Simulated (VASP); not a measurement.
# Pb (Fd-3m) in VASP: further runs

Pb is run at these levels: PBEsol; tasks: single point.

Everything below comes from runs of VASP 6.6.1. Logs are shortened: lines on timing, memory, paths and dates and some standing lists are left out, and cuts for length are marked.

## (1) The cell of the first run

The structure is cubic, space group Fd-3m (No. 227). Conventional cell: a = 6.878 Å, b = 6.878 Å, c = 6.878 Å, α = 90.00°, β = 90.00°, γ = 90.00°. Within 3.9 Å of Pb (site symmetry -43m) lie 4 Pb at 2.98 Å.

## (2) Single point, PBEsol

The input, INCAR:

```
SYSTEM = Pb
PREC = Accurate ; ENCUT = 520
EDIFF = 1E-6 ; ISMEAR = -1
SIGMA = 0.1 ; LREAL = .FALSE.
LASPH = .TRUE. ; NELM = 80
ALGO = Normal ; ISIF = 2
LWAVE = .FALSE. ; LCHARG = .FALSE.
GGA = PS ; NBANDS = 21
```

The input, KPOINTS:

```
Automatic mesh
0
G
  8 8 8
  0 0 0
```

The input, POSCAR:

```
Pb
1.0
    0.0000000000      3.4390000000      3.4390000000
    3.4390000000      0.0000000000      3.4390000000
    3.4390000000      3.4390000000      0.0000000000
Pb
2
Direct
    0.5000000000      0.5000000000      0.5000000000
    0.7500000000      0.7500000000      0.7500000000
```

Potentials or basis: VASP PAW PBE potentials, release 64 (Pb_d).

Launch:

```bash
$ cat potpaw_PBE.64/Pb_d/POTCAR > POTCAR
$ mpirun -np 1 vasp_std > vasp.out
```

OUTCAR:

```text
SYSTEM = Pb
   PREC = Accurate
   ENCUT = 520
   EDIFF = 1E-6
   ISMEAR = -1
   LREAL = .FALSE.
   LASPH = .TRUE.
   NELM = 80
   ISIF = 2
   GGA = PS

 ion  position               nearest neighbor table
   1  0.500  0.500  0.500-   2 2.98   2 2.98   2 2.98   2 2.98
   2  0.750  0.750  0.750-   1 2.98   1 2.98   1 2.98   1 2.98

  LATTYP: Found a face centered cubic cell.
 ALAT       =     6.8780000000

  Lattice vectors:

 A1 = (   0.0000000000,   3.4390000000,   3.4390000000)
 A2 = (   3.4390000000,   0.0000000000,   3.4390000000)
 A3 = (   3.4390000000,   3.4390000000,   0.0000000000)

Analysis of symmetry for initial positions (statically):
=====================================================================
 Subroutine PRICEL returns:
 Original cell was already a primitive cell.

 Routine SETGRP: Setting up the symmetry group for a
 face centered cubic supercell.

 Subroutine GETGRP returns: Found 48 space group operations
 (whereof 24 operations were pure point group operations)
 out of a pool of 48 trial point group operations.

The static configuration has the point symmetry T_d .
 The point group associated with its full space group is O_h .

Analysis of symmetry for dynamics (positions and initial velocities):
=====================================================================
 Subroutine PRICEL returns:
 Original cell was already a primitive cell.

 Routine SETGRP: Setting up the symmetry group for a
 face centered cubic supercell.

 Subroutine GETGRP returns: Found 48 space group operations
 (whereof 24 operations were pure point group operations)
 out of a pool of 48 trial point group operations.

The dynamic configuration has the point symmetry T_d .
 The point group associated with its full space group is O_h .

 Subroutine INISYM returns: Found 48 space group operations
 (whereof 24 operations are pure point group operations),
 and found     1 'primitive' translations

----------------------------------------------------------------------------------------

                                     Primitive cell

  volume of cell :      81.3442

  direct lattice vectors                    reciprocal lattice vectors
     0.000000000  3.439000000  3.439000000    -0.145391102  0.145391102  0.145391102
     3.439000000  0.000000000  3.439000000     0.145391102 -0.145391102  0.145391102
     3.439000000  3.439000000  0.000000000     0.145391102  0.145391102 -0.145391102

  length of vectors
     4.863480441  4.863480441  4.863480441     0.251824776  0.251824776  0.251824776

  position of ions in fractional coordinates (direct lattice)
     0.500000000  0.500000000  0.500000000
     0.750000000  0.750000000  0.750000000

  ion indices of the primitive-cell ions
   primitive index   ion index
                 1           1
                 2           2

----------------------------------------------------------------------------------------

 KPOINTS: Automatic mesh

Automatic generation of k-mesh.
 Grid dimensions read from file:
 generate k-points for:    8    8    8

 Generating k-lattice:

  Cartesian coordinates                     Fractional coordinates (reciprocal lattice)
    -0.018173888  0.018173888  0.018173888     0.125000000  0.000000000  0.000000000
     0.018173888 -0.018173888  0.018173888     0.000000000  0.125000000  0.000000000
     0.018173888  0.018173888 -0.018173888     0.000000000  0.000000000  0.125000000

  Length of vectors
     0.031478097  0.031478097  0.031478097

  Shift w.r.t. Gamma in fractional coordinates (k-lattice)
     0.000000000  0.000000000  0.000000000

 Subroutine IBZKPT returns following result:
 ===========================================

 Found     29 irreducible k-points:

 Following reciprocal coordinates:
            Coordinates               Weight
  0.000000  0.000000  0.000000      1.000000
  0.125000  0.000000  0.000000      8.000000
  0.250000  0.000000  0.000000      8.000000
  0.375000  0.000000  0.000000      8.000000
  0.500000  0.000000  0.000000      4.000000
  0.125000  0.125000  0.000000      6.000000
[... 16 lines left out ...]
  0.500000  0.250000  0.125000     48.000000
 -0.375000  0.250000  0.125000     24.000000
 [... further k-points ...]
   k-points           NKPTS =     29   k-points in BZ     NKDIM =     29   number of bands    NBANDS=     21
   number of dos      NEDOS =    301   number of ions     NIONS =      2
   total plane-waves  NPLWV =  46656
   dimension x,y,z NGX =    36 NGY =   36 NGZ =   36
   dimension x,y,z NGXF=    72 NGYF=   72 NGZF=   72
   ions per type =               2
   NGX,Y,Z   is equivalent  to a cutoff of  12.31, 12.31, 12.31 a.u.
   NGXF,Y,Z  is equivalent  to a cutoff of  24.61, 24.61, 24.61 a.u.
 SYSTEM =  Pb
   PREC   = accura    normal or accurate (medium, high low for compatibility)
   ISTART =      0    job   : 0-new  1-cont  2-samecut
   ICHARG =      2    charge: 1-file 2-atom 10-const
   ISPIN  =      1    spin polarized calculation?
   LNONCOLLINEAR =      F non collinear calculations
   LSORBIT =      F    spin-orbit coupling
   LASPH  =      T    aspherical Exc in radial PAW
   ENCUT  =  520.0 eV  38.22 Ry    6.18 a.u.   9.04  9.04  9.04*2*pi/ulx,y,z
   NELM   =     80;   NELMIN=  2; NELMDL= -5     # of ELM steps
   EDIFF  = 0.1E-05   stopping-criterion for ELM
   LREAL  =      F    real-space projection
   EDIFFG = 0.1E-04   stopping-criterion for IOM
   NSW    =      0    number of steps for IOM
   IBRION =     -1    ionic relax: 0-MD 1-quasi-New 2-CG
   NFREE  =      0    steps in history (QN), initial steepest desc. (CG)
   ISIF   =      2    stress and relaxation
   ISYM   =      2    0-nonsym 1-usesym 2-fastsym
   POTIM  = 0.5000    time-step for ionic-motion
   TEBEG  =    0.0;   TEEND  =   0.0 temperature during run
   PSTRESS=    0.0 pullay stress
   NELECT =      28.0000    total number of electrons
   NUPDOWN=      -1.0000    fix difference up-down
   EMIN   =  10.00;   EMAX   =-10.00  energy-range for DOS
   EFERMI =   0.00;   METHOD = LEGACY
   ISMEAR =    -1;   SIGMA  =   0.10  broadening in eV -4-tet -1-fermi 0-gaus
   EFERMI_NEDOS =   21; number of points for ismear=-14 and -15
   IALGO  =     38    algorithm
   IMIX   =      4    mixing-type and parameters
     AMIX     =   0.40;   BMIX     =  1.00
     AMIX_MAG =   1.60;   BMIX_MAG =  1.00
  volume/ion in A,a.u.               =      40.67       274.47
  Fermi-wavevector in a.u.,A,eV,Ry     =   1.147322  2.168124 17.910000  1.316348
  Thomas-Fermi vector in A             =   2.284002
   LORBIT       =      0    0 simple, 1 ext, 2 COOP (PROOUT), +10 PAW based schemes
   GGA     = PS    functional components
   LHFCALC =     F    Hartree Fock is set to
   AEXX    =    0.0000 exact exchange contribution
   IVDW    =     0    specifies the selected vdW correction
   LEPSILON=     F    determine dielectric tensor
   LRPA    =     F    only Hartree local field effects (RPA)
 non-spin polarized calculation
  energy-cutoff  :      520.00
  volume of cell :       81.34
 maximum number of plane-waves:      2209
   NGX = 19   NGY = 19   NGZ = 19

 number of electron      28.0000001 magnetization

 Free energy of the ion-electron system (eV)
  ---------------------------------------------------
  ext. energy  EPLUGINS =         0.00000000
  ---------------------------------------------------
  free energy    TOTEN  =        -7.35728304 eV

  energy without entropy =       -7.34163964  energy(sigma->0) =       -7.34946134

 E-fermi :   4.1756     XC(G=0):  -8.6179

 val. band max:        3.9103901492   @ k =   0.1250   0.1250   0.0000
 cond. band min:       4.2348125171   @ k =  -0.1250   0.1250   0.0000
 fundamental gap:      0.3244223680
 Fermi energy:         4.1755903279

 k-point     1 :       0.0000    0.0000    0.0000
  band No.  band energies     occupation
      1     -12.9646      2.00000
      2     -12.9646      2.00000
      3     -12.9646      2.00000
      4     -12.8864      2.00000
      5     -12.8864      2.00000
      6     -12.4537      2.00000
[... 13 lines left out ...]
     20      12.0978      0.00000
     21      12.0978      0.00000

 k-point     2 :       0.1250    0.0000    0.0000
  band No.  band energies     occupation
      1     -12.9799      2.00000
      2     -12.9799      2.00000
      3     -12.9610      2.00000
      4     -12.8645      2.00000
      5     -12.8645      2.00000
      6     -12.4799      2.00000
[... 13 lines left out ...]
     20      11.4456      0.00000
     21      11.4456      0.00000

 k-point     3 :       0.2500    0.0000    0.0000
  band No.  band energies     occupation
      1     -12.9999      2.00000
      2     -12.9999      2.00000
      3     -12.9521      2.00000
      4     -12.8301      2.00000
      5     -12.8301      2.00000
      6     -12.5093      2.00000
[... 13 lines left out ...]
     20      11.2558      0.00000
     21      11.2558      0.00000

 k-point     4 :       0.3750    0.0000    0.0000
  band No.  band energies     occupation
      1     -13.0105      2.00000
      2     -13.0105      2.00000
      3     -12.9427      2.00000
      4     -12.8084      2.00000
      5     -12.8084      2.00000
      6     -12.5251      2.00000
[... 13 lines left out ...]
     20      11.8618      0.00000
     21      11.8618      0.00000

 k-point     5 :       0.5000    0.0000    0.0000
  band No.  band energies     occupation
      1     -13.0132      2.00000
      2     -13.0132      2.00000
      3     -12.9387      2.00000
      4     -12.8022      2.00000
      5     -12.8022      2.00000
      6     -12.5288      2.00000
[... 13 lines left out ...]
     20      12.0231      0.00000
     21      12.5574      0.00000
[... 382 lines left out ...]
     20      12.3085      0.00000
     21      14.3838      0.00000

 k-point    22 :       0.3750    0.2500    0.1250
  band No.  band energies     occupation
      1     -13.0203      2.00000
      2     -13.0166      2.00000
      3     -12.9362      2.00000
      4     -12.8143      2.00000
      5     -12.7600      2.00000
      6     -12.6199      2.00000
[... 13 lines left out ...]
     20      11.4312      0.00000
     21      12.1601      0.00000

 k-point    23 :       0.5000    0.2500    0.1250
  band No.  band energies     occupation
      1     -13.0443      2.00000
      2     -13.0287      2.00000
      3     -12.8961      2.00000
      4     -12.7840      2.00000
      5     -12.7339      2.00000
      6     -12.6403      2.00000
[... 13 lines left out ...]
     20      11.5836      0.00000
     21      12.5773      0.00000

 k-point    24 :      -0.3750    0.2500    0.1250
  band No.  band energies     occupation
      1     -13.0546      2.00000
      2     -13.0316      2.00000
      3     -12.8774      2.00000
      4     -12.7618      2.00000
      5     -12.7366      2.00000
      6     -12.6343      2.00000
[... 13 lines left out ...]
     20      12.0252      0.00000
     21      12.7710      0.00000

 [... further k-points ...]

------------------------ aborting loop because EDIFF is reached ----------------------------------------

  FORCE on cell =-STRESS in cart. coord.  units (eV):
  Direction    XX          YY          ZZ          XY          YZ          ZX
  --------------------------------------------------------------------------------------
  -------------------------------------------------------------------------------------
  Total        0.1848595      0.1848595      0.1848595      0.0000000      0.0000000      0.0000000
  in kB        3.6410425      3.6410425      3.6410425      0.0000000      0.0000000      0.0000000
  external PRESSURE =       3.6410425 kB  Pullay stress =       0.0000000 kB

 VOLUME and BASIS-vectors are now :
 -----------------------------------------------------------------------------
  energy-cutoff  :      520.00
  volume of cell :       81.34
      direct lattice vectors                 reciprocal lattice vectors
     0.000000000  3.439000000  3.439000000    -0.145391102  0.145391102  0.145391102
     3.439000000  0.000000000  3.439000000     0.145391102 -0.145391102  0.145391102
     3.439000000  3.439000000  0.000000000     0.145391102  0.145391102 -0.145391102

 POSITION                                       TOTAL-FORCE (eV/Angst)
 -----------------------------------------------------------------------------------
      3.43900      3.43900      3.43900         0.000000     -0.000000      0.000000
      5.15850      5.15850      5.15850        -0.000000      0.000000     -0.000000
 -----------------------------------------------------------------------------------
    total drift:                                0.000000      0.000000      0.000000

  FREE ENERGIE OF THE ION-ELECTRON SYSTEM (eV)
  ---------------------------------------------------
  free  energy   TOTEN  =        -7.3572830363 eV

  energy  without entropy=       -7.3416396351  energy(sigma->0) =       -7.34946134
```

Run time: 60 s. Hardware: 1 thread of Intel Xeon 8259CL, shared host; peak memory 0.21 GiB.

What came out:

- Free energy: -7.3573 eV
- Pressure: 0.4 GPa
- Band gap on the k mesh: zero (band 14 reaches 4.57 eV, above the bottom of band 15 at 3.42 eV)

Caveat: the PAW data sets were made with another functional, which shifts forces and pressure a little; spin-orbit coupling is left out, which moves the levels of the heavy elements.

## (3) Single point, PBEsol

The input, INCAR:

```
  PREC = Accurate
  ENCUT = 520
  EDIFF = 1E-6
  ISMEAR = -1
  SIGMA = 0.1
  LREAL = F
  LASPH = T
  NELM = 100
  ALGO = Normal
  ISIF = 2
  LWAVE = F
  LCHARG = T
  GGA = PS
  LELF = T
  LVHAR = T
  NBANDS = 21
```

The input, KPOINTS:

```
Automatic mesh
0
Gamma
  8 8 8
```

POSCAR is that of step 2.

Potentials or basis: VASP PAW PBE potentials, release 64 (Pb_d).

Launch:

```bash
$ cat potpaw_PBE.64/Pb_d/POTCAR > POTCAR
$ mpirun -np 1 vasp_std > vasp.out
```

It took 80 s on 1 thread of Intel Xeon 8259CL, shared host; peak memory 0.21 GiB.

It converged, with:

```yaml
Free_energy: -7.3573 eV
Pressure: 0.4 GPa
Band_gap_on_the_k_mesh: zero (band 14 reaches 4.57 eV, above the bottom of band 15 at 3.42 eV)
```

Levels at points of the mesh, in eV from the Fermi level:
| k point | band 12 | band 13 | band 14 | band 15 | band 16 | band 17 |
| --- | --- | --- | --- | --- | --- | --- |
| (0.00, 0.00, 0.00) | -3.95 | 0.39 | 0.39 | 0.39 | 2.40 | 2.40 |
| (0.50, 0.00, 0.00) | -7.13 | -1.00 | -0.76 | -0.76 | 3.51 | 3.51 |
| (0.50, 0.50, 0.00) | -8.51 | -1.99 | -1.99 | 0.81 | 0.81 | 7.17 |

Caveat: the PAW data sets were made with another functional, which shifts forces and pressure a little; spin-orbit coupling is left out, which moves the levels of the heavy elements.
